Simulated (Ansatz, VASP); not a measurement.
One calculation of Mo, two programs

POSCAR

```
Mo
1.0
   -1.5838089719      1.5838089719      1.5838089719
    1.5838089719     -1.5838089719      1.5838089719
    1.5838089719      1.5838089719     -1.5838089719
Mo
1
Direct
    0.0000000000      0.0000000000      0.0000000000
```

File INCAR.step1:

```
PREC = Accurate
ENCUT = 520
ISMEAR = -1
SIGMA = 0.05
LREAL = F
LASPH = T
NELM = 150
MAGMOM = 0 0 0
LSORBIT = T
GGA_COMPAT = F
LMAXMIX = 4
NBANDS = 25
GGA = PE
ALGO = Normal
EDIFF = 1E-4
LWAVE = T
LCHARG = F
```

Contents of INCAR.step2:

```
PREC = Accurate
ENCUT = 520
EDIFF = 1E-7
ISMEAR = -1
SIGMA = 0.05
LREAL = F
LASPH = T
NELM = 150
ALGO = Normal
ISIF = 2
LWAVE = F
LCHARG = F
MAGMOM = 0 0 0
LORBIT = 11
LSORBIT = T
GGA_COMPAT = F
LORBMOM = T
LMAXMIX = 4
METAGGA = R2SCAN
LMIXTAU = T
NBANDS = 25
ISTART = 1
```

Contents of KPOINTS:

```
regular mesh
0
Gamma
  9 9 9
```

Contents of input.yaml:

```yaml
crystal:
  lattice:
    - [-1.5838089719, 1.5838089719, 1.5838089719]
    - [1.5838089719, -1.5838089719, 1.5838089719]
    - [1.5838089719, 1.5838089719, -1.5838089719]
  atoms:
    - { symbol: Mo, position: [0.0, 0.0, 0.0] }
hamiltonian:
  xc: r2scan
  pseudopotentials: { kind: paw_fr }
magnetization:
  noncollinear: true
  spin_orbit: true
kpoints:
  mp_grid: { grid: [9, 9, 9] }
  band_path:
    path:
      - [[0.0, 0.0, 0.0], [0.5, -0.5, 0.5], [0.0, 0.0, 0.5], [0.0, 0.0, 0.0], [0.25, 0.25, 0.25], [0.5, -0.5, 0.5]]
      - [[0.25, 0.25, 0.25], [0.0, 0.0, 0.5]]
    npoints: 14
scf:
  occupations: { method: fermi_dirac, width: 0.05 }
  n_extra_bands: 6
output:
  forces: true
  stress: true
  eigenvalues: true
  fatbands: true
  write_density: true
  write_potential: true
  elf: true
  volumetric_format: npy
```

Alike in both runs: functional r2SCAN; k mesh 9 × 9 × 9; occupations fermi-dirac, width 0.05 eV; non-collinear spin, spin-orbit coupling.

```csv
,VASP,Ansatz
version,VASP 6.6.1,Ansatz 0.2.0
potentials or method,"VASP PAW PBE potentials, release 64 (Mo_sv)",Ansatz PAW
plane-wave cutoff (eV),520,500
valence electrons in the cell,14,14
task,single point,band structure
```

VASP gave:

| Property | Result |
| --- | --- |
| pressure (GPa) | -3.6 |
| net moment per atom (μB) | 0.00 |

Problem. Which values does Ansatz return?

Solution. Pressure (GPa): -4.7; net moment per atom (μB): 0.00.

VASP's potentials were made for PBE, not for r2SCAN. With one functional, cell and mesh, what is left measures potentials, basis and numerics.
